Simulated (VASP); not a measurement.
Set up this calculation in VASP 6.6.1, as the native input.

```
Task                   : single point
Functional             : PBE
Dispersion             : D3(BJ)
Potentials or basis    : VASP PAW PBE potentials, release 64 (Bi_d, H)
Cutoff                 : 520 eV
k mesh                 : 6 × 6 × 1
Occupations            : gaussian, width 0.05 eV
Spin                   : collinear spin
Starting moments       : [0.0, 0.0, 1.0] μB
Dipole correction      : yes
Further INCAR settings : ALGO = Normal; EDIFF = 1e-06; NBANDS = 26
```

The structure of Bi2H lies in POSCAR:

```
Bi2H
1.0
    4.2790193530      0.0000000000      0.0000000000
   -2.1395096765      3.7057394630      0.0000000000
    0.0000000000      0.0000000000     17.2471505494
Bi H
2 1
Direct
    0.3333333333      0.6666666667      0.3332231914
    0.6666666667      0.3333333333      0.2319223682
    0.7777777778      0.7777777778      0.3917028657
```

The input as run:

INCAR

```
PREC = Accurate
ENCUT = 520
EDIFF = 1E-6
ISMEAR = 0
SIGMA = 0.05
LREAL = F
LASPH = T
NELM = 150
ALGO = Normal
ISIF = 2
LWAVE = F
LCHARG = T
ISPIN = 2
MAGMOM = 0 0 1
LORBIT = 11
LDIPOL = T
IDIPOL = 3
DIPOL = 0.5 0.5 0.319
GGA = PE
IVDW = 12
LELF = T
LVHAR = T
LVACPOTAV = T
NBANDS = 26
```

KPOINTS

```
Automatic mesh
0
Gamma
  6 6 1
```

Potentials or basis: VASP PAW PBE potentials, release 64 (Bi_d, H).

The run is started by

```sh
$ cat potpaw_PBE.64/Bi_d/POTCAR potpaw_PBE.64/H/POTCAR > POTCAR
$ mpirun -np 1 vasp_std > vasp.out
```

Results of the run:

- Largest force: 1.214 eV/Å
- Net moment: 0.10 μB per cell
- Site moments: Bi +0.01, +0.03; H +0.01 μB
- Valence electrons inside the program's atomic spheres: Bi 12.82, 12.81; H 0.47
- Dispersion energy per atom: -0.173 eV

Run time: 5.6 min on 1 thread of Oxide Virtual Turin-like Processor, on a shared host, peak memory 0.53 GiB.
